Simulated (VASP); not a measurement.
Input of a VASP 6.6.1 run:

File INCAR:

```
SYSTEM = Li2TiO2
ALGO = Normal
EDIFF = 1E-6
ENCUT = 750
GGA = PE
GGA_COMPAT = .FALSE.
ISIF = 2
ISMEAR = 0
ISPIN = 2
LASPH = .TRUE.
LCHARG = .TRUE.
LELF = .TRUE.
LMAXMIX = 4
LORBIT = 11
LREAL = .FALSE.
LVHAR = .TRUE.
LWAVE = .FALSE.
MAGMOM = 0 0 0 0 0.15
NBANDS = 27
NELM = 200
PREC = Accurate
SIGMA = 0.1
```

KPOINTS

```
k-points
0
G
  14 14 4
  0 0 0
```

Contents of POSCAR:

```
Li2TiO2
1.0
    2.7869583909      0.0000000000      0.0000000000
    0.0000000000      2.7869583909      0.0000000000
    0.0000000000      0.0000000000      8.8209418057
Li Ti O
2 1 2
Direct
    0.0000000000      0.0000000000      0.6079037035
    0.0000000000      0.0000000000      0.3920962965
    0.0000000000      0.0000000000      0.0000000000
    0.5000000000      0.5000000000      0.0000000000
    0.5000000000      0.5000000000      0.5000000000
```

Potentials or basis: VASP PAW PBE potentials, release 64 (Li_sv, Ti_sv, O).

Launch:

```bash
$ cat potpaw_PBE.64/Li_sv/POTCAR potpaw_PBE.64/Ti_sv/POTCAR potpaw_PBE.64/O/POTCAR > POTCAR
$ mpirun -np 1 vasp_std > vasp.out
```

Estimate the pressure.

-0.1 GPa.

Estimate the band gap on the k mesh.

zero (filled and empty bands overlap).

What does it give for the largest force?

0.021 eV/Å.

Predict the net moment.

0.00 μB per cell.

Forces on the atoms (eV/Å):
```
Li   0.000  0.000 -0.021
Li   0.000  0.000  0.021
Ti   0.000  0.000  0.000
O    0.000  0.000  0.000
O    0.000  0.000  0.000
```
